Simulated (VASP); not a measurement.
Write the native input for VASP 6.6.1 that does the following.

```yaml
Task: relaxation of cell and atoms
Functional: r2SCAN
Potentials_or_basis: VASP PAW PBE potentials, release 64 (Li_sv)
Cutoff: 600 eV
k_mesh: 16 × 16 × 16
Occupations: gaussian, width 0.1 eV
Spin: no spin polarisation
Dipole_correction: no
Further_INCAR_settings: ALGO = Normal; EDIFF = 1e-07; IBRION = 2; EDIFFG = -0.005; NSW = 100; ISIF = 3
```

Crystal: Li.

```
Li
1.0
    -1.75465    1.75465    1.75465
     1.75465   -1.75465    1.75465
     1.75465    1.75465   -1.75465
Li
1
Direct
  0.00000 0.00000 0.00000
```

The input as run:

POSCAR

```
Li
1.0
   -1.7546500000      1.7546500000      1.7546500000
    1.7546500000     -1.7546500000      1.7546500000
    1.7546500000      1.7546500000     -1.7546500000
Li
1
Direct
    0.0000000000      0.0000000000      0.0000000000
```

INCAR.step1

```
SYSTEM = Li
PREC     = Accurate       ! precision mode
ENCUT    = 600            ! plane-wave cutoff, eV
ISMEAR   = 0              ! smearing method
SIGMA    = 0.1            ! smearing width, eV
LREAL    = .False.        ! projectors in reciprocal space
LASPH    = .True.         ! aspherical terms in the spheres
NELM     = 60             ! most SCF steps
GGA      = PE             ! functional
ALGO     = Normal         ! electronic algorithm
EDIFF    = 1E-4           ! SCF threshold, eV
LWAVE    = .True.         ! write WAVECAR
LCHARG   = .False.        ! write CHGCAR
```

INCAR.step2

```
SYSTEM = Li
PREC     = Accurate       ! precision mode
ENCUT    = 600            ! plane-wave cutoff, eV
EDIFF    = 1E-7           ! SCF threshold, eV
ISMEAR   = 0              ! smearing method
SIGMA    = 0.1            ! smearing width, eV
LREAL    = .False.        ! projectors in reciprocal space
LASPH    = .True.         ! aspherical terms in the spheres
NELM     = 60             ! most SCF steps
ALGO     = Normal         ! electronic algorithm
ISIF     = 3              ! what is computed and relaxed
LWAVE    = .False.        ! write WAVECAR
LCHARG   = .False.        ! write CHGCAR
METAGGA  = R2SCAN         ! meta-GGA
LMIXTAU  = .True.       
IBRION   = 2              ! ionic algorithm
NSW      = 100            ! ionic steps
EDIFFG   = -0.005         ! ionic threshold
ISTART   = 1
```

KPOINTS

```
regular mesh
0
Gamma
  16 16 16
  0 0 0
```

Potentials or basis: VASP PAW PBE potentials, release 64 (Li_sv).

Run with:

```console
$ cat potpaw_PBE.64/Li_sv/POTCAR > POTCAR
$ cp INCAR.step1 INCAR
$ mpirun -np 1 vasp_std > vasp.out
$ cp INCAR.step2 INCAR
$ mpirun -np 1 vasp_std > vasp.out
```

Results of the run:

```yaml
Relaxed_volume: 20.56 Å³/atom
Relaxed_cell: a = 2.989 Å, b = 2.989 Å, c = 2.989 Å, α = 109.47°, β = 109.47°, γ = 109.47°
Space_group_after_relaxing_to_0.1_Å: Im-3m (No. 229)
Energy_gained_by_relaxing: 0.4 meV/atom
Ionic_steps: 5
Pressure_after_relaxing: 0.0 GPa
Band_gap_on_the_k_mesh: zero (an odd number of electrons rules out a gap without spin polarisation)
```

Caveat: the cutoff is under 1.25 times the usual one of these potentials, so pressure, stress and relaxed cells hold a basis-set (Pulay) error; the PAW data sets were made with another functional, which shifts forces and pressure a little.

It took 4.3 min on 1 thread of Intel(R) Xeon(R) Platinum 8488C (Sapphire Rapids) (shared host), peak memory 0.14 GiB.
